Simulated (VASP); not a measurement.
A run of VASP 6.6.1:

File INCAR:

```
PREC = Accurate ; ENCUT = 520
EDIFF = 1E-6 ; ISMEAR = 0
SIGMA = 0.1 ; LREAL = F
LASPH = T ; NELM = 100
ALGO = Normal ; ISIF = 2
LWAVE = F ; LCHARG = T
GGA = PS ; LELF = T
LVHAR = T ; NBANDS = 14
```

KPOINTS

```
Automatic mesh
0
Gamma
  14 14 10
```

Contents of POSCAR:

```
MgSi
1.0
    1.4966371781     -5.5382260109      0.0000000000
    1.4966371781      5.5382260109      0.0000000000
    0.0000000000      0.0000000000      4.4768936070
Mg Si
2 2
Direct
    0.8394298712      0.1605701288      0.7500000000
    0.1605701288      0.8394298712      0.2500000000
    0.4297200082      0.5702799918      0.2500000000
    0.5702799918      0.4297200082      0.7500000000
```

Potentials or basis: VASP PAW PBE potentials, release 64 (Mg, Si).

Launch:

```sh
$ cat potpaw_PBE.64/Mg/POTCAR potpaw_PBE.64/Si/POTCAR > POTCAR
$ mpirun -np 1 vasp_std > vasp.out
```

Hardware: 1 thread of AMD EPYC 9R45 (Zen 5) (shared host).

Question: Estimate the wall time of this run.

Answer: Run time: 8.6 min on 1 thread of AMD EPYC 9R45 (Zen 5) (shared host), peak memory 0.48 GiB. Counts: scf iterations 12, k points 342.
